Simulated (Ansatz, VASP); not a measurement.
## In3Se in VASP and in Ansatz

Contents of INCAR:

```
PREC = Accurate ; ENCUT = 520
EDIFF = 1E-7 ; ISMEAR = 0
SIGMA = 0.15 ; LREAL = False
LASPH = True ; NELM = 80
ALGO = Normal ; ISIF = 2
LWAVE = False ; LCHARG = True
GGA = PE ; LELF = True
LVHAR = True ; NBANDS = 30
```

KPOINTS

```
Automatic mesh
0
Gamma
  10 10 10
```

The input POSCAR:

```
In3Se
1.0
    4.7904425522      0.0000000000      0.0000000000
    0.0000000000      4.7904425522      0.0000000000
    0.0000000000      0.0000000000      4.6467292756
In Se
3 1
Direct
    0.0000000000      0.5000000000      0.5000000000
    0.5000000000      0.0000000000      0.5000000000
    0.5000000000      0.5000000000      0.0000000000
    0.0000000000      0.0000000000      0.0000000000
```

Input for Ansatz:

```yaml
crystal:
  lattice:
    - [4.7904425522, 0.0, 0.0]
    - [0.0, 4.7904425522, 0.0]
    - [0.0, 0.0, 4.6467292756]
  atoms:
    - { symbol: In, position: [0.0, 0.5, 0.5] }
    - { symbol: In, position: [0.5, 0.0, 0.5] }
    - { symbol: In, position: [0.5, 0.5, 0.0] }
    - { symbol: Se, position: [0.0, 0.0, 0.0] }
basis:
  ecutwfc: 420
kpoints:
  mp_grid: { grid: [10, 10, 10] }
hamiltonian:
  xc: pbe
scf:
  occupations: { method: gaussian, width: 0.15 }
output:
  forces: true
  stress: true
  eigenvalues: true
```

Change from the starting cell: strain +0.000 along x and y, -0.030 along z, atoms carried along.

Alike in both runs: task single point; functional PBE; k mesh 10 × 10 × 10; occupations gaussian, width 0.15 eV; no spin polarisation.

|  | VASP | Ansatz |
| --- | --- | --- |
| version | VASP 6.6.1 | Ansatz 0.2.0 |
| potentials or method | VASP PAW PBE potentials, release 64 (In_d, Se), cutoff 520 eV | scalar-relativistic, plane waves, PAW |
| valence electrons in the cell | 45 | 55 |

Ansatz gave:

| Item | Value |
| --- | --- |
| gap on the k mesh at the Fermi level (eV) | none |
| pressure (GPa) | 1.1 |

Problem. Which values does VASP return?

Solution. gap on the k mesh at the Fermi level (eV): none; pressure (GPa): 1.0.

A gap of «none» marks a metal or a gap that the smearing closes. VASP's potentials hold 45 valence electrons a cell and Ansatz's 55, so a difference there can come from the potentials and not from the codes.
